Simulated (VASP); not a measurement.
In3Sb, 4 atoms in the cell. Symmetry: Pm-3m, No. 221, cubic system. The conventional cell has a = 4.840 Å, b = 4.840 Å, c = 4.840 Å, α = 90.00°, β = 90.00°, γ = 90.00°. Sb (site symmetry m-3m) has 12 In at 3.42 Å within 4.5 Å. Within 4.5 Å of In (site symmetry 4/mmm) lie 4 Sb at 3.42 Å and 8 In at 3.42 Å. 

```yaml
Program: VASP 6.6.1
Task: relaxation of cell and atoms
Functional: PBEsol
Potentials_or_basis: VASP PAW PBE potentials, release 64 (Sb, In_d)
Cutoff: 600 eV
k_mesh: 5 × 5 × 5
Occupations: fermi-dirac, width 0.01 eV
Spin: no spin polarisation
Target_pressure: 5 GPa
Dipole_correction: no
Further_INCAR_settings: ALGO = Normal; EDIFF = 1e-06; IBRION = 2; EDIFFG = -0.02; NSW = 80; ISIF = 3
```

Potentials or basis: VASP PAW PBE potentials, release 64 (Sb, In_d).

The run is started by

```sh
$ cat potpaw_PBE.64/Sb/POTCAR potpaw_PBE.64/In_d/POTCAR > POTCAR
$ mpirun -np 1 vasp_std > vasp.out
```

Hardware: 1 thread of Intel Xeon 8259CL, with other jobs on the host.

Q: Estimate the wall time of this run.

A: It took 3 min on 1 thread of Intel Xeon 8259CL, with other jobs on the host, peak memory 0.27 GiB. Counts: scf iterations 39, k points 10, ion steps 4.
